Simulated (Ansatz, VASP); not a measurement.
One calculation of Pt, two programs

```xyz
1
Lattice="0.0000 1.9609 1.9609 1.9609 0.0000 1.9609 1.9609 1.9609 0.0000" Properties=species:S:1:pos:R:3 pbc="T T T"
Pt    0.0000    0.0000    0.0000
```

Alike in both runs: task single point; functional PBE; k mesh 18 × 18 × 18; occupations gaussian, width 0.05 eV; no spin polarisation.

|  | VASP | Ansatz |
| --- | --- | --- |
| version | VASP 6.6.1 | Ansatz 0.2.0 |
| potentials or method | VASP PAW PBE potentials, release 64 (Pt), cutoff 520 eV | scalar-relativistic, plane waves, PAW |
| valence electrons in the cell | 10 | 18 |

```tsv
	VASP	Ansatz	Ansatz less VASP
pressure (GPa)	9.5	10.0	+0.54
```

With one functional, cell and mesh, what is left measures potentials, basis and numerics. VASP's potentials hold 10 valence electrons a cell and Ansatz's 18, so a difference there can come from the potentials and not from the codes.

Spin-orbit coupling is off throughout.
